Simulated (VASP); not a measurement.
## Se: single point with r2SCAN

Se:

```xyz
1
Lattice="-1.4443 1.4443 1.4443 1.4443 -1.4443 1.4443 1.4443 1.4443 -1.4443" Properties=species:S:1:pos:R:3 pbc="T T T"
Se    0.0000    0.0000    0.0000
```

```
Program             : VASP 6.6.1
Task                : single point
Functional          : r2SCAN
Potentials or basis : VASP PAW PBE potentials, release 64 (Se)
Cutoff              : 520 eV
k mesh              : 18 × 18 × 18
Occupations         : gaussian, width 0.1 eV
Spin                : no spin polarisation
```

* Pressure: 125.7 GPa
* Band gap on the k mesh: zero (band 3 reaches 20.57 eV, above the bottom of band 4 at 6.80 eV)

Levels at points of the mesh, in eV from the Fermi level:
| k point | band 1 | band 2 | band 3 | band 4 | band 5 | band 6 | band 7 |
| --- | --- | --- | --- | --- | --- | --- | --- |
| (0.00, 0.00, 0.00) | -23.55 | 7.03 | 7.03 | 7.03 | 14.27 | 14.27 | 14.27 |
| (0.50, 0.00, 0.00) | -15.63 | -12.62 | 0.36 | 4.10 | 7.84 | 8.52 | 22.63 |
| (0.50, 0.50, 0.50) | -8.51 | -6.23 | -6.23 | -6.23 | 1.33 | 1.33 | 30.38 |

Wall time 30 s on 1 thread of Intel(R) Xeon(R) 6975P-C (Granite Rapids), with other jobs on the host, peak memory 0.14 GiB.

Caveat: the PAW data sets were made with another functional, which shifts forces and pressure a little.
